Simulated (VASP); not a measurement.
# Zn (P6/mmm) in VASP: notebook

Zn is run at these levels: r2SCAN; tasks: single point.

Program: VASP 6.6.1. These are calculated values, not measurements. Logs are shortened: lines on timing, memory, paths and dates and some standing lists are left out, and cuts for length are marked.

## (1) The cell of the first run

The structure is hexagonal, space group P6/mmm (No. 191). The conventional cell has a = 2.671 Å, b = 2.671 Å, c = 2.496 Å, α = 90.00°, β = 90.00°, γ = 120.00°. Zn (site symmetry 6/mmm) has 8 Zn at 2.50 to 2.67 Å within 3.3 Å.

This isn't the form of Zn at room conditions, which is hcp.

## (2) Single point, r2SCAN

Input file POSCAR:

```
Zn
1.0
    2.6709001415      0.0000000000      0.0000000000
   -1.3354500708      2.3130673735      0.0000000000
    0.0000000000      0.0000000000      2.4956223197
Zn
1
Direct
    0.0000000000      0.0000000000      0.0000000000
```

Input file INCAR.step1:

```
SYSTEM = Zn
PREC = Accurate
ENCUT = 550
ISMEAR = 0
SIGMA = 0.1
LREAL = .False.
LASPH = .True.
NELM = 120
NBANDS = 12
GGA = PE
ALGO = Normal
EDIFF = 1E-5
LWAVE = .True.
LCHARG = .False.
GGA_COMPAT = .False.
```

Input file INCAR.step2:

```
SYSTEM = Zn
PREC = Accurate
ENCUT = 550
EDIFF = 1E-6
ISMEAR = 0
SIGMA = 0.1
LREAL = .False.
LASPH = .True.
NELM = 120
ALGO = Normal
ISIF = 2
LWAVE = .False.
LCHARG = .False.
METAGGA = R2SCAN
LMIXTAU = .True.
NBANDS = 12
ISTART = 1
GGA_COMPAT = .False.
```

Input file KPOINTS:

```
regular mesh
0
Gamma
  9 9 8
  0 0 0
```

Potentials or basis: VASP PAW PBE potentials, release 64 (Zn).

The run is started by

```
$ cat potpaw_PBE.64/Zn/POTCAR > POTCAR
$ cp INCAR.step1 INCAR
$ mpirun -np 1 vasp_std > vasp.out
$ cp INCAR.step2 INCAR
$ mpirun -np 1 vasp_std > vasp.out
```

OUTCAR:

```text
SYSTEM = Zn
   PREC = Accurate
   ENCUT = 550
   EDIFF = 1E-6
   ISMEAR = 0
   LREAL = .False.
   LASPH = .True.
   NELM = 120
   ISIF = 2
   METAGGA = R2SCAN
   ISTART = 1

 ion  position               nearest neighbor table
   1  0.000  0.000  0.000-

  LATTYP: Found a hexagonal cell.
 ALAT       =     2.6709001415
 C/A-ratio  =     0.9343750000

  Lattice vectors:

 A1 = (   2.6709001415,   0.0000000000,   0.0000000000)
 A2 = (  -1.3354500708,   2.3130673735,   0.0000000000)
 A3 = (   0.0000000000,   0.0000000000,   2.4956223197)

Analysis of symmetry for initial positions (statically):
=====================================================================
 Subroutine PRICEL returns:
 Original cell was already a primitive cell.

 Routine SETGRP: Setting up the symmetry group for a
 hexagonal supercell.

 Subroutine GETGRP returns: Found 24 space group operations
 (whereof 24 operations were pure point group operations)
 out of a pool of 24 trial point group operations.

The static configuration has the point symmetry D_6h.

Analysis of symmetry for dynamics (positions and initial velocities):
=====================================================================
 Subroutine PRICEL returns:
 Original cell was already a primitive cell.

 Routine SETGRP: Setting up the symmetry group for a
 hexagonal supercell.

 Subroutine GETGRP returns: Found 24 space group operations
 (whereof 24 operations were pure point group operations)
 out of a pool of 24 trial point group operations.

The dynamic configuration has the point symmetry D_6h.

 Subroutine INISYM returns: Found 24 space group operations
 (whereof 24 operations are pure point group operations),
 and found     1 'primitive' translations

----------------------------------------------------------------------------------------

                                     Primitive cell

  volume of cell :      15.4179

  direct lattice vectors                    reciprocal lattice vectors
     2.670900142  0.000000000  0.000000000     0.374405611  0.216163180  0.000000000
    -1.335450071  2.313067374  0.000000000     0.000000000  0.432326361  0.000000000
     0.000000000  0.000000000  2.495622320     0.000000000  0.000000000  0.400701658

  length of vectors
     2.670900142  2.670900142  2.495622320     0.432326361  0.432326361  0.400701658

  position of ions in fractional coordinates (direct lattice)
     0.000000000  0.000000000  0.000000000

  ion indices of the primitive-cell ions
   primitive index   ion index
                 1           1

----------------------------------------------------------------------------------------

 KPOINTS: regular mesh

Automatic generation of k-mesh.
 Grid dimensions read from file:
 generate k-points for:    9    9    8

 Generating k-lattice:

  Cartesian coordinates                     Fractional coordinates (reciprocal lattice)
     0.041600623  0.024018131  0.000000000     0.111111111 -0.000000000  0.000000000
     0.000000000  0.048036262  0.000000000     0.000000000  0.111111111  0.000000000
     0.000000000  0.000000000  0.050087707     0.000000000  0.000000000  0.125000000

  Length of vectors
     0.048036262  0.048036262  0.050087707

  Shift w.r.t. Gamma in fractional coordinates (k-lattice)
     0.000000000  0.000000000  0.000000000

 Subroutine IBZKPT returns following result:
 ===========================================

 Found     60 irreducible k-points:

 Following reciprocal coordinates:
            Coordinates               Weight
  0.000000  0.000000  0.000000      1.000000
  0.111111  0.000000  0.000000      6.000000
  0.222222 -0.000000  0.000000      6.000000
  0.333333  0.000000  0.000000      6.000000
  0.444444 -0.000000  0.000000      6.000000
  0.111111  0.111111  0.000000      6.000000
[... 16 lines left out ...]
  0.333333  0.222222  0.125000     24.000000
  0.333333  0.333333  0.125000      4.000000
 [... further k-points ...]
   k-points           NKPTS =     60   k-points in BZ     NKDIM =     60   number of bands    NBANDS=     12
   number of dos      NEDOS =    301   number of ions     NIONS =      1
   total plane-waves  NPLWV =   8000
   dimension x,y,z NGX =    20 NGY =   20 NGZ =   20
   dimension x,y,z NGXF=    40 NGYF=   40 NGZF=   40
   ions per type =               1
   NGX,Y,Z   is equivalent  to a cutoff of  12.45, 12.45, 13.32 a.u.
   NGXF,Y,Z  is equivalent  to a cutoff of  24.90, 24.90, 26.65 a.u.
 SYSTEM =  Zn
   PREC   = accura    normal or accurate (medium, high low for compatibility)
   ISTART =      1    job   : 0-new  1-cont  2-samecut
   ICHARG =      0    charge: 1-file 2-atom 10-const
   ISPIN  =      1    spin polarized calculation?
   LNONCOLLINEAR =      F non collinear calculations
   LSORBIT =      F    spin-orbit coupling
   LASPH  =      T    aspherical Exc in radial PAW
   ENCUT  =  550.0 eV  40.42 Ry    6.36 a.u.   5.11  5.11  4.77*2*pi/ulx,y,z
   NELM   =    120;   NELMIN=  2; NELMDL=  0     # of ELM steps
   EDIFF  = 0.1E-05   stopping-criterion for ELM
   LREAL  =      F    real-space projection
   EDIFFG = 0.1E-04   stopping-criterion for IOM
   NSW    =      0    number of steps for IOM
   IBRION =     -1    ionic relax: 0-MD 1-quasi-New 2-CG
   NFREE  =      0    steps in history (QN), initial steepest desc. (CG)
   ISIF   =      2    stress and relaxation
   ISYM   =      2    0-nonsym 1-usesym 2-fastsym
   POTIM  = 0.5000    time-step for ionic-motion
   TEBEG  =    0.0;   TEEND  =   0.0 temperature during run
   PSTRESS=    0.0 pullay stress
   NELECT =      12.0000    total number of electrons
   NUPDOWN=      -1.0000    fix difference up-down
   EMIN   =  10.00;   EMAX   =-10.00  energy-range for DOS
   EFERMI =   0.00;   METHOD = LEGACY
   ISMEAR =     0;   SIGMA  =   0.10  broadening in eV -4-tet -1-fermi 0-gaus
   EFERMI_NEDOS =   21; number of points for ismear=-14 and -15
   IALGO  =     38    algorithm
   IMIX   =      4    mixing-type and parameters
     AMIX     =   0.40;   BMIX     =  1.00
     AMIX_MAG =   1.60;   BMIX_MAG =  1.00
  volume/ion in A,a.u.               =      15.42       104.05
  Fermi-wavevector in a.u.,A,eV,Ry     =   1.505891  2.845722 30.854052  2.267709
  Thomas-Fermi vector in A             =   2.616681
   LORBIT       =      0    0 simple, 1 ext, 2 COOP (PROOUT), +10 PAW based schemes
   METAGGA = R2SCAN    functional components
   LHFCALC =     F    Hartree Fock is set to
   AEXX    =    0.0000 exact exchange contribution
   IVDW    =     0    specifies the selected vdW correction
   LEPSILON=     F    determine dielectric tensor
   LRPA    =     F    only Hartree local field effects (RPA)
 non-spin polarized calculation
 Gauss-broadening in eV      SIGMA  =   0.10
  energy-cutoff  :      550.00
  volume of cell :       15.42
 maximum number of plane-waves:       466
   NGX = 11   NGY = 11   NGZ =  9

 number of electron      12.0000014 magnetization

 Free energy of the ion-electron system (eV)
  ---------------------------------------------------
  ext. energy  EPLUGINS =         0.00000000
  ---------------------------------------------------
  free energy    TOTEN  =        -8.67037385 eV

  energy without entropy =       -8.66933374  energy(sigma->0) =       -8.66985380

 E-fermi :   3.1217     XC(G=0): -12.4792

 val. band max:        3.1116319816   @ k =   0.2222   0.2222   0.5000
 cond. band min:       3.1794067245   @ k =   0.0000   0.0000   0.3750
 fundamental gap:      0.0677747428
 Fermi energy:         3.1216559891

 k-point     1 :       0.0000    0.0000    0.0000
  band No.  band energies     occupation
      1      -7.8498      2.00000
      2      -5.9683      2.00000
      3      -5.1579      2.00000
      4      -5.1579      2.00000
      5      -4.4533      2.00000
      6      -4.4533      2.00000
      7      16.9739      0.00000
      8      20.2548      0.00000
      9      20.5320      0.00000
     10      20.5320      0.00000
     11      22.5900      0.00000
     12      24.0621      0.00000

 k-point     2 :       0.1111    0.0000    0.0000
  band No.  band energies     occupation
      1      -7.4785      2.00000
      2      -5.9248      2.00000
      3      -5.2053      2.00000
      4      -5.0725      2.00000
      5      -4.4999      2.00000
      6      -4.4627      2.00000
      7      16.4066      0.00000
      8      17.4191      0.00000
      9      18.6987      0.00000
     10      20.1228      0.00000
     11      21.6868      0.00000
     12      26.4935      0.00000

 k-point     3 :       0.2222   -0.0000    0.0000
  band No.  band energies     occupation
      1      -6.5112      2.00000
      2      -5.8072      2.00000
      3      -5.1766      2.00000
      4      -4.8495      2.00000
      5      -4.6150      2.00000
      6      -4.4865      2.00000
      7      11.1787      0.00000
      8      16.3729      0.00000
      9      18.7186      0.00000
     10      18.9653      0.00000
     11      22.3359      0.00000
     12      30.6247      0.00000
[... 286 lines left out ...]
 k-point    23 :       0.3333    0.2222    0.1250
  band No.  band energies     occupation
      1      -5.5240      2.00000
      2      -5.4739      2.00000
      3      -5.0613      2.00000
      4      -4.7699      2.00000
      5      -4.7198      2.00000
      6       0.4026      2.00000
      7       3.7828      0.00000
      8       7.1372      0.00000
      9      19.8403      0.00000
     10      22.9906      0.00000
     11      25.9409      0.00000
     12      27.4003      0.00000

 k-point    24 :       0.3333    0.3333    0.1250
  band No.  band energies     occupation
      1      -5.4934      2.00000
      2      -5.2254      2.00000
      3      -5.2254      2.00000
      4      -4.8023      2.00000
      5      -4.8023      2.00000
      6       3.2459      0.07886
      7       3.5141      0.00000
      8       3.5141      0.00000
      9      22.3109      0.00000
     10      22.8887      0.00000
     11      22.8887      0.00000
     12      32.6142      0.00000

 [... further k-points ...]

------------------------ aborting loop because EDIFF is reached ----------------------------------------

  FORCE on cell =-STRESS in cart. coord.  units (eV):
  Direction    XX          YY          ZZ          XY          YZ          ZX
  --------------------------------------------------------------------------------------
  -------------------------------------------------------------------------------------
  Total        0.0455143      0.0455143      0.9228746     -0.0000000      0.0000000      0.0000000
  in kB        4.7297040      4.7297040     95.9021782     -0.0000000      0.0000000      0.0000000
  external PRESSURE =      35.1205287 kB  Pullay stress =       0.0000000 kB

 VOLUME and BASIS-vectors are now :
 -----------------------------------------------------------------------------
  energy-cutoff  :      550.00
  volume of cell :       15.42
      direct lattice vectors                 reciprocal lattice vectors
     2.670900142  0.000000000  0.000000000     0.374405611  0.216163180  0.000000000
    -1.335450071  2.313067374  0.000000000     0.000000000  0.432326361  0.000000000
     0.000000000  0.000000000  2.495622320     0.000000000  0.000000000  0.400701658

 POSITION                                       TOTAL-FORCE (eV/Angst)
 -----------------------------------------------------------------------------------
      0.00000      0.00000      0.00000         0.000000      0.000000      0.000000
 -----------------------------------------------------------------------------------
    total drift:                               -0.000000      0.000000      0.000000

  FREE ENERGIE OF THE ION-ELECTRON SYSTEM (eV)
  ---------------------------------------------------
  free  energy   TOTEN  =        -8.6703738527 eV

  energy  without entropy=       -8.6693337441  energy(sigma->0) =       -8.66985380
```

Wall time 38 s (1 thread of Intel Xeon Platinum 8488C (Sapphire Rapids), shared host); peak memory 0.13 GiB.

What came out:

| Quantity | Value |
| --- | --- |
| Free energy | -8.6704 eV |
| Pressure | 3.5 GPa |
| Band gap on the k mesh | zero (bands 6 and 7 overlap by 7.16 eV) |

Caveat: the stress differs along the axes, from 0 to 10 GPa; the PAW data sets were made with another functional, which shifts forces and pressure a little.

## (3) Single point, r2SCAN

This run uses another cell than the first one, of 16.89 Å³/atom.

Input file POSCAR:

```
Zn
1.0
    2.5256104409      0.0000000000      0.0000000000
   -1.2628052205      2.1872428018      0.0000000000
    0.0000000000      0.0000000000      3.0582581260
Zn
1
Direct
    0.0000000000      0.0000000000      0.0000000000
```

Input file INCAR.step1:

```
SYSTEM = Zn
  PREC = Accurate
  ENCUT = 550
  ISMEAR = 0
  SIGMA = 0.1
  LREAL = .False.
  LASPH = .True.
  NELM = 120
  NBANDS = 12
  GGA = PE
  ALGO = Normal
  EDIFF = 1E-5
  LWAVE = .True.
  LCHARG = .False.
  GGA_COMPAT = .False.
```

Input file INCAR.step2:

```
SYSTEM = Zn
  PREC = Accurate
  ENCUT = 550
  EDIFF = 1E-6
  ISMEAR = 0
  SIGMA = 0.1
  LREAL = .False.
  LASPH = .True.
  NELM = 120
  ALGO = Normal
  ISIF = 2
  LWAVE = .False.
  LCHARG = .False.
  METAGGA = R2SCAN
  LMIXTAU = .True.
  NBANDS = 12
  ISTART = 1
  GGA_COMPAT = .False.
```

Input file KPOINTS:

```
Automatic mesh
0
Gamma
  24 24 18
  0 0 0
```

Potentials or basis: VASP PAW PBE potentials, release 64 (Zn).

The run is started by

```
$ cat potpaw_PBE.64/Zn/POTCAR > POTCAR
$ cp INCAR.step1 INCAR
$ mpirun -np 1 vasp_std > vasp.out
$ cp INCAR.step2 INCAR
$ mpirun -np 1 vasp_std > vasp.out
```

Wall time 4.8 min (1 thread of Intel Xeon Platinum 8488C (Sapphire Rapids), shared host); peak memory 0.23 GiB.

The run converged. Its results:

- Free energy: -8.7816 eV
- Pressure: 0.5 GPa
- Band gap on the k mesh: zero (bands 6 and 7 overlap by 7.80 eV)

Stress tensor (GPa, compression positive):
```
0.72 0.00 0.00
0.00 0.72 0.00
0.00 0.00 0.19
```

Levels at points of the mesh, in eV from the Fermi level:
```csv
k point,band 3,band 4,band 5,band 6,band 7,band 8,band 9,band 10
"(0.00, 0.00, 0.00)",-7.97,-7.97,-7.32,-7.32,6.11,10.58,22.40,22.40
"(0.50, 0.00, 0.00)",-7.78,-7.46,-6.96,-2.15,0.21,13.93,14.02,16.30
"(0.00, 0.00, 0.50)",-7.95,-7.38,-7.38,-5.65,-3.79,24.68,25.53,25.53
"(0.50, 0.00, 0.50)",-7.56,-7.26,-6.95,0.11,3.74,3.75,7.06,16.55
```

Caveat: the PAW data sets were made with another functional, which shifts forces and pressure a little.

The gap in the log of VASP goes by the Fermi energy; the results here count the filled bands.